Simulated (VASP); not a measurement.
Write the native input for VASP 6.6.1 that does the following.

| Property | Result |
| --- | --- |
| Task | single point |
| Functional | PBE |
| Potentials or basis | VASP PAW PBE potentials, release 64 (Ga_d, N) |
| Cutoff | 520 eV |
| k mesh | 8 × 8 × 6 |
| Occupations | gaussian, width 0.05 eV |
| Spin | no spin polarisation |
| Dipole correction | no |
| Further INCAR settings | ALGO = Normal; EDIFF = 1e-07; NBANDS = 26 |

The structure of GaN lies in POSCAR:

```
GaN
1.0
    0.0000000000     -2.2743528144     -2.1833787018
    0.0000000000      2.2743528144     -2.1833787018
    4.3667574036      0.0000000000      0.0000000000
Ga N
2 2
Direct
    0.5131246128      0.5131246128      0.5000000000
   -0.0131246128     -0.0131246128      0.0000000000
    0.0074858941      0.4925141059      0.2500000000
    0.4925141059      0.0074858941      0.7500000000
```

The input as run:

INCAR

```
SYSTEM = GaN
PREC = Accurate
ENCUT = 520
EDIFF = 1E-7
ISMEAR = 0
SIGMA = 0.05
LREAL = .FALSE.
LASPH = .TRUE.
NELM = 60
ALGO = Normal
ISIF = 2
LWAVE = .FALSE.
LCHARG = .FALSE.
GGA = PE
NBANDS = 26
```

KPOINTS

```
Automatic mesh
0
G
  8 8 6
  0 0 0
```

Potentials or basis: VASP PAW PBE potentials, release 64 (Ga_d, N).

Launch:

```bash
$ cat potpaw_PBE.64/Ga_d/POTCAR potpaw_PBE.64/N/POTCAR > POTCAR
$ mpirun -np 1 vasp_std > vasp.out
```

Results of the run:

```json
{
  "Pressure": "16.5 GPa",
  "Largest force": "0.573 eV/Å",
  "Band gap on the k mesh": "1.98 eV"
}
```

Run time: 69 s on 1 thread of AMD EPYC 7R13 Processor (Zen 3), on a shared host, peak memory 0.17 GiB.
